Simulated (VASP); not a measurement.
# Sc (P6_3/mmc) in VASP: vibrations by perturbation theory with RPBE

Aim: the vibrations by perturbation theory of Sc with RPBE.

All numbers are computed with VASP 6.6.1; they aren't measurements. Logs are shortened: lines on timing, memory, paths and dates and some standing lists are left out, and cuts for length are marked.

## Step 1: The cell of the first run

Symmetry: P6_3/mmc, No. 194, hexagonal system. Conventional cell: a = 3.357 Å, b = 3.357 Å, c = 5.287 Å, α = 90.00°, β = 90.00°, γ = 120.00°. Within 4.3 Å of Sc (site symmetry -6m2) lie 12 Sc at 3.28 to 3.36 Å.

## Step 2: Vibrations by perturbation theory, RPBE

INCAR

```
PREC     = Accurate       # precision mode
ENCUT    = 520            # plane-wave cutoff, eV
EDIFF    = 1E-8           # SCF threshold, eV
ISMEAR   = -1             # smearing method
SIGMA    = 0.15           # smearing width, eV
LREAL    = F              # projectors in reciprocal space
LASPH    = T              # aspherical terms in the spheres
NELM     = 80             # most SCF steps
ALGO     = Normal         # electronic algorithm
ISIF     = 2              # what is computed and relaxed
LWAVE    = F              # write WAVECAR
LCHARG   = F              # write CHGCAR
GGA      = RP             # functional
NBANDS   = 18             # bands
IBRION   = 8              # ionic algorithm
NSW      = 1              # ionic steps
```

KPOINTS

```
regular mesh
0
Gamma
  12 12 8
```

POSCAR

```
Sc
1.0
    3.3570639834      0.0000000029      0.0000000000
   -1.6785319942      2.9073026903      0.0000000000
    0.0000000000      0.0000000000      5.2870108303
Sc
2
Direct
    0.3333333333      0.6666666667      0.2500000000
    0.6666666667      0.3333333333      0.7500000000
```

Potentials or basis: VASP PAW PBE potentials, release 64 (Sc_sv).

Launch:

```bash
> cat potpaw_PBE.64/Sc_sv/POTCAR > POTCAR
> mpirun -np 1 vasp_std > vasp.out
```

OUTCAR:

```text
PREC = Accurate
   ENCUT = 520
   EDIFF = 1E-8
   ISMEAR = -1
   LREAL = F
   LASPH = T
   NELM = 80
   ISIF = 2
   GGA = RP
   IBRION = 8
   NSW = 1

 ion  position               nearest neighbor table
   1  0.333  0.667  0.250-   2 3.28   2 3.28   2 3.28   2 3.28   2 3.28   2 3.28
   2  0.667  0.333  0.750-   1 3.28   1 3.28   1 3.28   1 3.28   1 3.28   1 3.28

  LATTYP: Found a hexagonal cell.
 ALAT       =     3.3570639834
 C/A-ratio  =     1.5748912909

  Lattice vectors:

 A1 = (   3.3570639834,   0.0000000029,   0.0000000000)
 A2 = (  -1.6785319942,   2.9073026903,   0.0000000000)
 A3 = (   0.0000000000,   0.0000000000,   5.2870108303)

Analysis of symmetry for initial positions (statically):
=====================================================================
 Subroutine PRICEL returns:
 Original cell was already a primitive cell.

 Routine SETGRP: Setting up the symmetry group for a
 hexagonal supercell.

 Subroutine GETGRP returns: Found 24 space group operations
 (whereof 12 operations were pure point group operations)
 out of a pool of 24 trial point group operations.

The static configuration has the point symmetry D_3d.
 The point group associated with its full space group is D_6h.

Analysis of symmetry for dynamics (positions and initial velocities):
=====================================================================
 Subroutine PRICEL returns:
 Original cell was already a primitive cell.

 Routine SETGRP: Setting up the symmetry group for a
 hexagonal supercell.

 Subroutine GETGRP returns: Found 24 space group operations
 (whereof 12 operations were pure point group operations)
 out of a pool of 24 trial point group operations.

The dynamic configuration has the point symmetry D_3d.
 The point group associated with its full space group is D_6h.

 Subroutine INISYM returns: Found 24 space group operations
 (whereof 12 operations are pure point group operations),
 and found     1 'primitive' translations

----------------------------------------------------------------------------------------

                                     Primitive cell

  volume of cell :      51.6012

  direct lattice vectors                    reciprocal lattice vectors
     3.357063983  0.000000003  0.000000000     0.297879339  0.171980717  0.000000000
    -1.678531994  2.907302690  0.000000000    -0.000000000  0.343961433  0.000000000
     0.000000000  0.000000000  5.287010830     0.000000000  0.000000000  0.189142794

  length of vectors
     3.357063983  3.357063983  5.287010830     0.343961433  0.343961433  0.189142794

  position of ions in fractional coordinates (direct lattice)
     0.333333333  0.666666667  0.250000000
     0.666666667  0.333333333  0.750000000

  ion indices of the primitive-cell ions
   primitive index   ion index
                 1           1
                 2           2

----------------------------------------------------------------------------------------

 KPOINTS: regular mesh

Automatic generation of k-mesh.
 Grid dimensions read from file:
 generate k-points for:   12   12    8

 Generating k-lattice:

  Cartesian coordinates                     Fractional coordinates (reciprocal lattice)
     0.024823278  0.014331726  0.000000000     0.083333333 -0.000000000  0.000000000
[... 89 lines left out ...]
   LRPA    =     F    only Hartree local field effects (RPA)
 non-spin polarized calculation
  energy-cutoff  :      520.00
  volume of cell :       51.60
 maximum number of plane-waves:      1412
 NGX is ok and might be reduce to    28
   NGX = 13   NGY = 13   NGZ = 19

--------------------------------------- Ionic step        1  -------------------------------------------

 number of electron      22.0000004 magnetization

 Free energy of the ion-electron system (eV)
  ---------------------------------------------------
  ext. energy  EPLUGINS =         0.00000000
  ---------------------------------------------------
  free energy    TOTEN  =       -12.02668514 eV

  energy without entropy =      -11.75794406  energy(sigma->0) =      -11.89231460

 E-fermi :   3.5438     XC(G=0):  -9.5766

 val. band max:        3.5345372275   @ k =   0.4167   0.1667   0.3750
 cond. band min:       3.5478524543   @ k =   0.4167   0.0833   0.3750
 fundamental gap:      0.0133152268
 Fermi energy:         3.5437680368

 k-point     1 :       0.0000    0.0000    0.0000
  band No.  band energies     occupation
      1     -46.1376      2.00000
      2     -46.0827      2.00000
      3     -24.8621      2.00000
      4     -24.5663      2.00000
      5     -24.5663      2.00000
      6     -24.5125      2.00000
[... 481 lines left out ...]
      5     -24.6868      2.00000
      6     -24.6168      2.00000
[... 10 lines left out ...]
     17       6.5612      0.00000
     18       6.6502      0.00000

 [... further k-points ...]

------------------------ aborting loop because EDIFF is reached ----------------------------------------

  FORCE on cell =-STRESS in cart. coord.  units (eV):
  Direction    XX          YY          ZZ          XY          YZ          ZX
  --------------------------------------------------------------------------------------
  -------------------------------------------------------------------------------------
  Total        0.0091263      0.0091263      0.0121120      0.0000000      0.0000000      0.0000000
  in kB        0.2833634      0.2833634      0.3760683      0.0000000      0.0000000      0.0000000
  external PRESSURE =       0.3142650 kB  Pullay stress =       0.0000000 kB

 VOLUME and BASIS-vectors are now :
 -----------------------------------------------------------------------------
  energy-cutoff  :      520.00
  volume of cell :       51.60
      direct lattice vectors                 reciprocal lattice vectors
     3.357063983  0.000000003  0.000000000     0.297879339  0.171980717  0.000000000
    -1.678531994  2.907302690  0.000000000    -0.000000000  0.343961433  0.000000000
     0.000000000  0.000000000  5.287010830     0.000000000  0.000000000  0.189142794

 POSITION                                       TOTAL-FORCE (eV/Angst)
 -----------------------------------------------------------------------------------
     -0.00000      1.93820      1.32175         0.000000      0.000000      0.000000
      1.67853      0.96910      3.96526        -0.000000      0.000000      0.000000
 -----------------------------------------------------------------------------------
    total drift:                                0.000000     -0.000000      0.000000

  FREE ENERGIE OF THE ION-ELECTRON SYSTEM (eV)
  ---------------------------------------------------
  free  energy   TOTEN  =       -12.0266851359 eV

  energy  without entropy=      -11.7579440633  energy(sigma->0) =      -11.89231460

[... ionic steps 2 to 3 ...]

--------------------------------------- Ionic step        4  -------------------------------------------

------------------------ aborting loop because EDIFF is reached ----------------------------------------

[... ionic steps 5 to 5 ...]

--------------------------------------- Ionic step        6  -------------------------------------------

 Free energy of the ion-electron system (eV)
  ---------------------------------------------------
  ---------------------------------------------------
  free energy    TOTEN  =        -0.80682817 eV

  energy without entropy =       -0.80682817

------------------------ aborting loop because EDIFF is reached ----------------------------------------

 INTERNAL STRAIN TENSOR  FOR ION    1  DIRECTION 3   (eV/Angst):
 -----------------------------------------------------------------------------
     0.00570  0.00000  0.00000
     0.00000  0.00570  0.00000
    -0.00000 -0.00000 -0.01696

 INTERNAL STRAIN TENSOR FOR ION    2 for displacements in x,y,z  (eV/Angst):
          X           Y           Z          XY          YZ          ZX
  --------------------------------------------------------------------------------
  x    -0.00000     0.00000     0.00000     2.10553     0.00000     0.00000
  y     2.10553    -2.10553     0.00000     0.00000     0.00000     0.00000
  z    -0.00000    -0.00000     0.00000     0.00000     0.00000    -0.00000

 SECOND DERIVATIVES (NOT SYMMETRIZED)
 ------------------------------------
               1X          1Y          1Z          2X          2Y          2Z
  1X    -1.430328   -0.000000    0.000000    1.430328    0.000000    0.000000
  1Y    -0.000000   -1.430328    0.000000    0.000000    1.430328    0.000000
  1Z     0.000000    0.000000   -3.477365    0.000000   -0.000000    3.477365
  2X     1.430328    0.000000    0.000000   -1.430328   -0.000000    0.000000
  2Y     0.000000    1.430328    0.000000   -0.000000   -1.430328    0.000000
  2Z     0.000000   -0.000000    3.477365    0.000000    0.000000   -3.477365

 Eigenvectors and eigenvalues of the dynamical matrix
 ----------------------------------------------------

   1 f  =    6.148894 THz    38.634642 2PiTHz  205.105032 cm-1    25.429772 meV
             X         Y         Z           dx          dy          dz
     -0.000000  1.938202  1.321753     0.000000   -0.000000    0.707107
      1.678532  0.969101  3.965258     0.000000   -0.000000   -0.707107
[... 11 lines left out ...]
   4 f  =    0.000000 THz     0.000000 2PiTHz    0.000001 cm-1     0.000000 meV
             X         Y         Z           dx          dy          dz
     -0.000000  1.938202  1.321753    -0.099099   -0.276585    0.643180
      1.678532  0.969101  3.965258    -0.099099   -0.276585    0.643180

   5 f/i=    0.000000 THz     0.000000 2PiTHz    0.000001 cm-1     0.000000 meV
             X         Y         Z           dx          dy          dz
     -0.000000  1.938202  1.321753    -0.589912   -0.316868   -0.227154
      1.678532  0.969101  3.965258    -0.589912   -0.316868   -0.227154

   6 f/i=    0.000000 THz     0.000000 2PiTHz    0.000002 cm-1     0.000000 meV
             X         Y         Z           dx          dy          dz
     -0.000000  1.938202  1.321753     0.377072   -0.568415   -0.186336
      1.678532  0.969101  3.965258     0.377072   -0.568415   -0.186336

--------------------------------------------------------------------------------------------------------

 ELASTIC MODULI CONTR FROM IONIC RELAXATION (kBar)
 Direction    XX          YY          ZZ          XY          YZ          ZX
 --------------------------------------------------------------------------------
 XX         -96.2360     96.2360      0.0000     -0.0000      0.0000     -0.0000
 YY          96.2360    -96.2360     -0.0000     -0.0000      0.0000     -0.0000
 ZZ           0.0000     -0.0000     -0.0000     -0.0000      0.0000     -0.0000
 XY          -0.0000     -0.0000     -0.0000    -96.2360     -0.0000      0.0000
 YZ           0.0000      0.0000      0.0000     -0.0000     -0.0000      0.0000
 ZX          -0.0000     -0.0000     -0.0000      0.0000      0.0000     -0.0000
 --------------------------------------------------------------------------------
```

It took 14 min on 1 thread of Intel Xeon Platinum 8488C (Sapphire Rapids), shared host; peak memory 0.71 GiB.

Results:

```yaml
Highest_phonon_frequency_at_Γ: 205 cm⁻¹
```

Phonon frequencies in cm⁻¹ (negative: imaginary):
```csv
q point,frequencies
"(0.000, 0.000, 0.000)",0 0 0 132 132 205
```

Caveat: the PAW data sets were made with another functional, which shifts forces and pressure a little.
